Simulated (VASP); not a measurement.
Input of a VASP 6.6.1 run:

The input INCAR:

```
ALGO = Normal ; EDIFF = 1E-6
ENCUT = 520 ; GGA = PE
ISIF = 2 ; ISMEAR = 0
LASPH = True ; LCHARG = False
LREAL = False ; LWAVE = False
NBANDS = 16 ; NELM = 100
PREC = Accurate ; SIGMA = 0.1
```

Contents of KPOINTS:

```
k-points
0
Gamma
  4 4 4
```

POSCAR

```
CuI
1.0
    0.0000000000      2.8620890000      2.8620890000
    2.8620890000      0.0000000000      2.8620890000
    2.8620890000      2.8620890000      0.0000000000
Cu I
1 1
Direct
    0.0000000000      0.0000000000      0.0000000000
    0.5000000000      0.5000000000      0.5000000000
```

Potentials or basis: VASP PAW PBE potentials, release 64 (Cu, I).

Run with:

```bash
$ cat potpaw_PBE.64/Cu/POTCAR potpaw_PBE.64/I/POTCAR > POTCAR
$ mpirun -np 1 vasp_std > vasp.out
```

(1) Estimate the pressure.

(2) Estimate the band gap on the k mesh.

## Answers

(1) 0.7 GPa.

(2) zero (band 9 reaches 6.16 eV, above the bottom of band 10 at 5.75 eV).

Caveat: the k points lie up to 0.48 Å⁻¹ apart; spin-orbit coupling is left out, which moves the levels of the heavy elements; semilocal functionals often make such compounds metallic where correlation or magnetic order opens a gap, which also shifts bond lengths.
